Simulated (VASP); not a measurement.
# Sr: single point with r2SCAN

The system is Sr.

```
Sr
1.0
     0.00000    3.00123    3.00123
     3.00123    0.00000    3.00123
     3.00123    3.00123    0.00000
Sr
1
Direct
  0.00000 0.00000 0.00000
```

```yaml
Program: VASP 6.6.1
Task: single point
Functional: r2SCAN
Potentials_or_basis: VASP PAW PBE potentials, release 64 (Sr_sv)
Cutoff: 520 eV
k_mesh: 6 × 6 × 6
Occupations: fermi-dirac, width 0.05 eV
Spin: no spin polarisation
```

```yaml
Pressure: 0.6 GPa
Band_gap_on_the_k_mesh: zero (band 5 reaches 1.67 eV, above the bottom of band 6 at 1.66 eV)
```

Levels at points of the mesh, in eV from the Fermi level:
| k point | band 3 | band 4 | band 5 | band 6 | band 7 | band 8 |
| --- | --- | --- | --- | --- | --- | --- |
| (0.00, 0.00, 0.00) | -19.27 | -19.27 | -3.88 | 2.70 | 2.70 | 2.70 |
| (0.50, 0.00, 0.00) | -19.30 | -19.30 | -1.10 | -0.03 | 2.49 | 2.49 |
| (0.50, 0.50, 0.00) | -19.35 | -19.35 | -0.65 | 0.45 | 1.06 | 5.36 |

Wall time 25 s on 1 thread of AMD EPYC 7R13, with other jobs on the host, peak memory 0.18 GiB.

Caveat: the PAW data sets were made with another functional, which shifts forces and pressure a little.
